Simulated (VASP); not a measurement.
# RbMg (P6/mmm) in VASP: single point with PBE

Aim: the single point of RbMg with PBE.

Everything below comes from runs of VASP 6.6.1. Logs are shortened: lines on timing, memory, paths and dates and some standing lists are left out, and cuts for length are marked.

## (1) The cell of the first run

Symmetry: P6/mmm, No. 191, hexagonal system. Conventional cell: a = 7.369 Å, b = 7.369 Å, c = 5.946 Å, α = 90.00°, β = 90.00°, γ = 120.00°. Within 4.8 Å of Rb (site symmetry mmm) lie 6 Mg at 3.66 to 3.68 Å and 4 Rb at 3.68 Å. Mg (site symmetry 6/mmm) has 6 Rb at 3.68 Å within 4.8 Å. Within 4.8 Å of Mg (site symmetry -6m2) lie 6 Rb at 3.66 Å and 3 Mg at 4.25 Å.

## (2) Single point, PBE

INCAR

```
SYSTEM = RbMg
ALGO = Fast
EDIFF = 1E-6
ENCUT = 520
GGA = PE
ISIF = 2
ISMEAR = 0
LASPH = .TRUE.
LCHARG = .FALSE.
LREAL = .FALSE.
LWAVE = .FALSE.
NBANDS = 26
NELM = 100
PREC = Accurate
SIGMA = 0.1
```

KPOINTS

```
k-points
0
G
  3 3 4
  0 0 0
```

POSCAR

```
RbMg
1.0
    7.3693020391      0.0000000000      0.0000000000
   -3.6846510195      6.3820027740      0.0000000000
    0.0000000000      0.0000000000      5.9456868724
Rb Mg
3 3
Direct
    0.5000000000      0.0000000000      0.0000000000
    0.5000000000      0.5000000000      0.0000000000
    0.0000000000      0.5000000000      0.0000000000
    0.0000000000      0.0000000000      0.0000000000
    0.3333333333      0.6666666667      0.5000000000
    0.6666666667      0.3333333333      0.5000000000
```

Potentials or basis: VASP PAW PBE potentials, release 64 (Rb_sv, Mg).

On the command line:

```bash
$ cat potpaw_PBE.64/Rb_sv/POTCAR potpaw_PBE.64/Mg/POTCAR > POTCAR
$ mpirun -np 1 vasp_std > vasp.out
```

OUTCAR:

```text
SYSTEM = RbMg
   EDIFF = 1E-6
   ENCUT = 520
   GGA = PE
   ISIF = 2
   ISMEAR = 0
   LASPH = .TRUE.
   LREAL = .FALSE.
   NELM = 100
   PREC = Accurate

 ion  position               nearest neighbor table
   1  0.500  0.000  0.000-   5 3.66   6 3.66   5 3.66   6 3.66   2 3.68   2 3.68   4 3.68   4 3.68
                             3 3.68   3 3.68
   2  0.500  0.500  0.000-   5 3.66   6 3.66   5 3.66   6 3.66   1 3.68   1 3.68   3 3.68   3 3.68
                             4 3.68   4 3.68
   3  0.000  0.500  0.000-   5 3.66   6 3.66   5 3.66   6 3.66   4 3.68   4 3.68   2 3.68   2 3.68
                             1 3.68   1 3.68
   4  0.000  0.000  0.000-   3 3.68   3 3.68   1 3.68   1 3.68   2 3.68   2 3.68
   5  0.333  0.667  0.500-   1 3.66   1 3.66   3 3.66   3 3.66   2 3.66   2 3.66
   6  0.667  0.333  0.500-   1 3.66   1 3.66   3 3.66   3 3.66   2 3.66   2 3.66

  LATTYP: Found a hexagonal cell.
 ALAT       =     7.3693020391
 C/A-ratio  =     0.8068181818

  Lattice vectors:

 A1 = (   7.3693020391,   0.0000000000,   0.0000000000)
 A2 = (  -3.6846510195,   6.3820027740,   0.0000000000)
 A3 = (   0.0000000000,   0.0000000000,   5.9456868724)

Analysis of symmetry for initial positions (statically):
=====================================================================
 Subroutine PRICEL returns:
 Original cell was already a primitive cell.

 Routine SETGRP: Setting up the symmetry group for a
 hexagonal supercell.

 Subroutine GETGRP returns: Found 24 space group operations
 (whereof 24 operations were pure point group operations)
 out of a pool of 24 trial point group operations.

The static configuration has the point symmetry D_6h.

Analysis of symmetry for dynamics (positions and initial velocities):
=====================================================================
 Subroutine PRICEL returns:
 Original cell was already a primitive cell.

 Routine SETGRP: Setting up the symmetry group for a
 hexagonal supercell.

 Subroutine GETGRP returns: Found 24 space group operations
 (whereof 24 operations were pure point group operations)
 out of a pool of 24 trial point group operations.

The dynamic configuration has the point symmetry D_6h.

 Subroutine INISYM returns: Found 24 space group operations
 (whereof 24 operations are pure point group operations),
 and found     1 'primitive' translations

----------------------------------------------------------------------------------------

                                     Primitive cell

  volume of cell :     279.6310

  direct lattice vectors                    reciprocal lattice vectors
     7.369302039  0.000000000  0.000000000     0.135698061  0.078345312  0.000000000
    -3.684651019  6.382002774  0.000000000     0.000000000  0.156690624  0.000000000
     0.000000000  0.000000000  5.945686872     0.000000000  0.000000000  0.168189146

  length of vectors
     7.369302039  7.369302039  5.945686872     0.156690624  0.156690624  0.168189146

  position of ions in fractional coordinates (direct lattice)
     0.500000000  0.000000000  0.000000000
     0.500000000  0.500000000  0.000000000
     0.000000000  0.500000000  0.000000000
     0.000000000  0.000000000  0.000000000
     0.333333333  0.666666667  0.500000000
     0.666666667  0.333333333  0.500000000

  ion indices of the primitive-cell ions
   primitive index   ion index
                 1           1
                 2           2
                 3           3
                 4           4
                 5           5
                 6           6

----------------------------------------------------------------------------------------

 KPOINTS: k-points

Automatic generation of k-mesh.
 Grid dimensions read from file:
 generate k-points for:    3    3    4

 Generating k-lattice:

  Cartesian coordinates                     Fractional coordinates (reciprocal lattice)
     0.045232687  0.026115104  0.000000000     0.333333333  0.000000000  0.000000000
     0.000000000  0.052230208  0.000000000     0.000000000  0.333333333  0.000000000
     0.000000000  0.000000000  0.042047287     0.000000000  0.000000000  0.250000000

  Length of vectors
     0.052230208  0.052230208  0.042047287

  Shift w.r.t. Gamma in fractional coordinates (k-lattice)
     0.000000000  0.000000000  0.000000000

 Subroutine IBZKPT returns following result:
 ===========================================

 Found      9 irreducible k-points:

 Following reciprocal coordinates:
            Coordinates               Weight
  0.000000  0.000000  0.000000      1.000000
  0.333333  0.000000  0.000000      6.000000
  0.333333  0.333333  0.000000      2.000000
  0.000000  0.000000  0.250000      2.000000
  0.333333  0.000000  0.250000     12.000000
  0.333333  0.333333  0.250000      4.000000
  0.000000  0.000000  0.500000      1.000000
  0.333333  0.000000  0.500000      6.000000
  0.333333  0.333333  0.500000      2.000000
   k-points           NKPTS =      9   k-points in BZ     NKDIM =      9   number of bands    NBANDS=     26
   number of dos      NEDOS =    301   number of ions     NIONS =      6
   total plane-waves  NPLWV = 150528
   dimension x,y,z NGX =    56 NGY =   56 NGZ =   48
   dimension x,y,z NGXF=   112 NGYF=  112 NGZF=   96
   ions per type =               3   3
   NGX,Y,Z   is equivalent  to a cutoff of  12.63, 12.63, 13.42 a.u.
   NGXF,Y,Z  is equivalent  to a cutoff of  25.27, 25.27, 26.84 a.u.
 SYSTEM =  RbMg
   PREC   = accura    normal or accurate (medium, high low for compatibility)
   ISTART =      0    job   : 0-new  1-cont  2-samecut
   ICHARG =      2    charge: 1-file 2-atom 10-const
   ISPIN  =      1    spin polarized calculation?
   LNONCOLLINEAR =      F non collinear calculations
   LSORBIT =      F    spin-orbit coupling
   LASPH  =      T    aspherical Exc in radial PAW
   ENCUT  =  520.0 eV  38.22 Ry    6.18 a.u.  13.70 13.70 11.06*2*pi/ulx,y,z
   NELM   =    100;   NELMIN=  2; NELMDL= -5     # of ELM steps
   EDIFF  = 0.1E-05   stopping-criterion for ELM
   LREAL  =      F    real-space projection
   EDIFFG = 0.1E-04   stopping-criterion for IOM
   NSW    =      0    number of steps for IOM
   IBRION =     -1    ionic relax: 0-MD 1-quasi-New 2-CG
   NFREE  =      0    steps in history (QN), initial steepest desc. (CG)
   ISIF   =      2    stress and relaxation
   ISYM   =      2    0-nonsym 1-usesym 2-fastsym
   POTIM  = 0.5000    time-step for ionic-motion
   TEBEG  =    0.0;   TEEND  =   0.0 temperature during run
   PSTRESS=    0.0 pullay stress
   NELECT =      33.0000    total number of electrons
   NUPDOWN=      -1.0000    fix difference up-down
   EMIN   =  10.00;   EMAX   =-10.00  energy-range for DOS
   EFERMI =   0.00;   METHOD = LEGACY
   ISMEAR =     0;   SIGMA  =   0.10  broadening in eV -4-tet -1-fermi 0-gaus
   EFERMI_NEDOS =   21; number of points for ismear=-14 and -15
   IALGO  =     68    algorithm
   IMIX   =      4    mixing-type and parameters
     AMIX     =   0.40;   BMIX     =  1.00
     AMIX_MAG =   1.60;   BMIX_MAG =  1.00
  volume/ion in A,a.u.               =      46.61       314.51
  Fermi-wavevector in a.u.,A,eV,Ry     =   0.803004  1.517457  8.773245  0.644815
  Thomas-Fermi vector in A             =   1.910789
   LORBIT       =      0    0 simple, 1 ext, 2 COOP (PROOUT), +10 PAW based schemes
   GGA     = PE    functional components
   LHFCALC =     F    Hartree Fock is set to
   AEXX    =    0.0000 exact exchange contribution
   IVDW    =     0    specifies the selected vdW correction
   LEPSILON=     F    determine dielectric tensor
   LRPA    =     F    only Hartree local field effects (RPA)
 non-spin polarized calculation
 RMM-DIIS sequential band-by-band and
 Gauss-broadening in eV      SIGMA  =   0.10
  energy-cutoff  :      520.00
  volume of cell :      279.63
 maximum number of plane-waves:      7577
 NGX is ok and might be reduce to    56
   NGX = 27   NGY = 27   NGZ = 23

 number of electron      33.0000000 magnetization

 Free energy of the ion-electron system (eV)
  ---------------------------------------------------
  ext. energy  EPLUGINS =         0.00000000
  ---------------------------------------------------
  free energy    TOTEN  =        -3.29823478 eV

  energy without entropy =       -3.25809848  energy(sigma->0) =       -3.27816663

 E-fermi :   0.7822     XC(G=0):  -6.8214

 val. band max:        0.7363959735   @ k =   0.3333   0.0000   0.2500
 cond. band min:       0.7915018718   @ k =   0.3333   0.3333   0.2500
 fundamental gap:      0.0551058983
 Fermi energy:         0.7822443050

 k-point     1 :       0.0000    0.0000    0.0000
  band No.  band energies     occupation
      1     -27.7567      2.00000
      2     -27.6521      2.00000
      3     -27.6521      2.00000
      4     -12.5949      2.00000
      5     -12.1276      2.00000
      6     -12.1276      2.00000
[... 18 lines left out ...]
     25       3.4270      0.00000
     26       3.4275      0.00000

 k-point     2 :       0.3333    0.0000    0.0000
  band No.  band energies     occupation
      1     -27.7349      2.00000
      2     -27.6746      2.00000
      3     -27.6522      2.00000
      4     -12.4269      2.00000
      5     -12.0906      2.00000
      6     -11.9878      2.00000
[... 18 lines left out ...]
     25       3.3070      0.00000
     26       3.7990      0.00000

 k-point     3 :       0.3333    0.3333    0.0000
  band No.  band energies     occupation
      1     -27.7049      2.00000
      2     -27.7049      2.00000
      3     -27.6523      2.00000
      4     -12.1868      2.00000
      5     -12.1868      2.00000
      6     -12.0009      2.00000
[... 137 lines left out ...]
 k-point     8 :       0.3333    0.0000    0.5000
  band No.  band energies     occupation
      1     -27.7347      2.00000
      2     -27.6744      2.00000
      3     -27.6521      2.00000
      4     -12.4232      2.00000
      5     -12.0889      2.00000
      6     -11.9866      2.00000
[... 18 lines left out ...]
     25       3.8256      0.00000
     26       3.9786      0.00000

 k-point     9 :       0.3333    0.3333    0.5000
  band No.  band energies     occupation
      1     -27.7047      2.00000
      2     -27.7047      2.00000
      3     -27.6522      2.00000
      4     -12.1840      2.00000
      5     -12.1840      2.00000
      6     -11.9994      2.00000
[... 18 lines left out ...]
     25       4.3579      0.00000
     26       4.3652      0.00000

------------------------ aborting loop because EDIFF is reached ----------------------------------------

  FORCE on cell =-STRESS in cart. coord.  units (eV):
  Direction    XX          YY          ZZ          XY          YZ          ZX
  --------------------------------------------------------------------------------------
  -------------------------------------------------------------------------------------
  Total        5.2868093      5.2868093      3.6678243      0.0000000     -0.0000000      0.0000000
  in kB       30.2913656     30.2913656     21.0152096      0.0000000     -0.0000000      0.0000000
  external PRESSURE =      27.1993136 kB  Pullay stress =       0.0000000 kB

 VOLUME and BASIS-vectors are now :
 -----------------------------------------------------------------------------
  energy-cutoff  :      520.00
  volume of cell :      279.63
      direct lattice vectors                 reciprocal lattice vectors
     7.369302039  0.000000000  0.000000000     0.135698061  0.078345312  0.000000000
    -3.684651019  6.382002774  0.000000000     0.000000000  0.156690624  0.000000000
     0.000000000  0.000000000  5.945686872     0.000000000  0.000000000  0.168189146

 POSITION                                       TOTAL-FORCE (eV/Angst)
 -----------------------------------------------------------------------------------
      3.68465      0.00000      0.00000        -0.000000      0.000000     -0.000000
      1.84233      3.19100      0.00000         0.000000      0.000000     -0.000000
     -1.84233      3.19100      0.00000        -0.000000      0.000000     -0.000000
      0.00000      0.00000      0.00000        -0.000000      0.000000     -0.000000
     -0.00000      4.25467      2.97284        -0.000000      0.000000      0.000000
      3.68465      2.12733      2.97284         0.000000     -0.000000     -0.000000
 -----------------------------------------------------------------------------------
    total drift:                               -0.000000      0.000000      0.000000

  FREE ENERGIE OF THE ION-ELECTRON SYSTEM (eV)
  ---------------------------------------------------
  free  energy   TOTEN  =        -3.2982347825 eV

  energy  without entropy=       -3.2580984837  energy(sigma->0) =       -3.27816663
```

It took 46 s on 1 thread of Intel Xeon 6975P-C (Granite Rapids), shared host; peak memory 0.38 GiB.

What came out:

* Free energy: -3.2982 eV
* Pressure: 2.7 GPa
